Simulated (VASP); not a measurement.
# CoPdO2: single point with RPBE+D4+U

The system is CoPdO2.

```
Co Pd O
1.0
     1.39530    0.80557    5.89810
    -1.39530    0.80557    5.89810
     0.00000   -1.61115    5.89810
Co Pd O
1 1 2
Direct
  0.50000 0.50000 0.50000
  0.00000 0.00000 0.00000
  0.11131 0.11131 0.11131
  0.88869 0.88869 0.88869
```

```
Program                : VASP 6.6.1
Task                   : single point
Functional             : RPBE
Dispersion             : D4
Potentials or basis    : VASP PAW PBE potentials, release 64 (Co, Pd, O)
Cutoff                 : 520 eV
k mesh                 : 10 × 10 × 10
Occupations            : gaussian, width 0.05 eV
Spin                   : collinear spin, zero start
Starting moments       : [0.0, 0.0, 0.0, 0.0] μB
Hubbard terms          : Co d U = 3.3 eV
Dipole correction      : no
Further INCAR settings : ALGO = Normal; EDIFF = 1e-06; NBANDS = 28
```

| Property | Result |
| --- | --- |
| Pressure | 7.2 GPa |
| Largest force | 0.142 eV/Å |
| Net moment | 0.00 μB per cell |
| Valence electrons inside the program's atomic spheres | Co 8.54; Pd 9.50; O 5.05 |
| Dispersion energy per atom | -0.683 eV |

Forces in eV/Å, atoms in the order of the input:
```
Co   0.000  0.000  0.000
Pd   0.000  0.000  0.000
O    0.000  0.000  0.142
O    0.000  0.000 -0.142
```

Stress tensor (GPa, compression positive):
```
6.55 0.00 0.00
0.00 6.55 0.00
0.00 0.00 8.36
```

Levels at points of the mesh, in eV from the Fermi level:
Spin up:
```tsv
k point	band 14	band 15	band 16	band 17	band 18	band 19
(0.00, 0.00, 0.00)	-2.24	-1.56	-1.56	2.41	2.41	3.28
(0.50, 0.00, 0.00)	-1.33	-0.35	0.96	1.80	2.06	3.62
(0.50, 0.50, 0.00)	-1.72	-0.35	0.40	2.38	2.45	3.64
(0.50, 0.50, 0.50)	-1.66	-0.71	-0.71	2.11	2.11	4.52
```
Spin down:
```
           k point  band 14  band 15  band 16  band 17  band 18  band 19
(0.00, 0.00, 0.00)    -2.24    -1.56    -1.56     2.41     2.41     3.28
(0.50, 0.00, 0.00)    -1.33    -0.35     0.96     1.80     2.06     3.62
(0.50, 0.50, 0.00)    -1.72    -0.35     0.40     2.38     2.45     3.64
(0.50, 0.50, 0.50)    -1.66    -0.71    -0.71     2.11     2.11     4.52
```

Eigenvalues of the final occupation matrices:
```csv
site,spin,trace,eigenvalues
site 1 d,1,3.72,0.41 0.41 0.97 0.97 0.97
site 1 d,2,3.72,0.41 0.41 0.97 0.97 0.97
```

It took 18 min on 1 thread of Intel Xeon 8259CL, on a shared host, peak memory 0.55 GiB.

Caveat: the cell stands under pressure; no moment was typed at the start, so none could form; the PAW data sets were made with another functional, which shifts forces and pressure a little.
